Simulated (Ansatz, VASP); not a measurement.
## PbS in VASP and in Ansatz

```
CELL_PARAMETERS angstrom
2.98282 -2.98531 0.00000
2.98282 2.98531 0.00000
-2.09833 0.00000 22.20667
ATOMIC_POSITIONS crystal
Pb 0.73256 0.72212 0.93570
Pb 0.27788 0.26744 0.06430
S 0.24595 0.21579 0.94437
S 0.78421 0.75405 0.05563
```

Alike in both runs: task single point; functional PBEsol; k mesh 6 × 6 × 1; no spin polarisation.

|  | VASP | Ansatz |
| --- | --- | --- |
| version | VASP 6.6.1 | Ansatz 0.2.0 |
| potentials or method | VASP PAW PBE potentials, release 64 (Pb_d, S) | plane waves, PAW |
| plane-wave cutoff (eV) | 520 | 420 |
| occupations | gaussian, width 0.01 eV | fixed |
| valence electrons in the cell | 40 | 40 |

```csv
,VASP,Ansatz,Ansatz less VASP
gap on the k mesh at the Fermi level (eV),2.06,2.06,-0.001
```

VASP's potentials were made for PBE, not for PBEsol.

Spin-orbit coupling is off throughout.
